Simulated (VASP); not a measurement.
Input of a VASP 6.6.1 run:

The input INCAR:

```
SYSTEM = AlTlP
PREC     = Accurate       ! precision mode
ENCUT    = 520            ! plane-wave cutoff, eV
EDIFF    = 1E-7           ! SCF threshold, eV
ISMEAR   = 0              ! smearing method
SIGMA    = 0.1            ! smearing width, eV
LREAL    = .FALSE.        ! projectors in reciprocal space
LASPH    = .TRUE.         ! aspherical terms in the spheres
NELM     = 100            ! most SCF steps
ALGO     = Normal         ! electronic algorithm
ISIF     = 2              ! what is computed and relaxed
LWAVE    = .FALSE.        ! write WAVECAR
LCHARG   = .TRUE.         ! write CHGCAR
GGA      = PE             ! functional
LELF     = .TRUE.         ! ELF
LVHAR    = .TRUE.       
NBANDS   = 30             ! bands
```

Contents of KPOINTS:

```
regular mesh
0
G
  6 6 4
  0 0 0
```

POSCAR

```
AlTlP
1.0
    5.2147932125      0.0000000000      0.0000000000
   -2.6073966063      4.5161433975      0.0000000000
    0.0000000000      0.0000000000      5.5624049372
Al Tl P
2 2 2
Direct
    0.0000000000      0.0000000000      0.0000000000
    0.0000000000      0.0000000000      0.5000000000
    0.3333333333      0.6666666667      0.7500000000
    0.6666666667      0.3333333333      0.2500000000
    0.3333333333      0.6666666667      0.2500000000
    0.6666666667      0.3333333333      0.7500000000
```

Potentials or basis: VASP PAW PBE potentials, release 64 (Al, Tl_d, P).

Launch:

```sh
$ cat potpaw_PBE.64/Al/POTCAR potpaw_PBE.64/Tl_d/POTCAR potpaw_PBE.64/P/POTCAR > POTCAR
$ mpirun -np 1 vasp_std > vasp.out
```

Problem. What does it give for the pressure?

Solution. -0.1 GPa.

Problem. Predict the band gap on the k mesh.

Solution. Zero (bands 21 and 22 overlap by 2.70 eV).

Stress tensor (GPa, compression positive):
```
-0.08  0.00  0.00
 0.00 -0.08  0.00
 0.00  0.00  0.00
```

Caveat: spin-orbit coupling is left out, which moves the levels of the heavy elements.
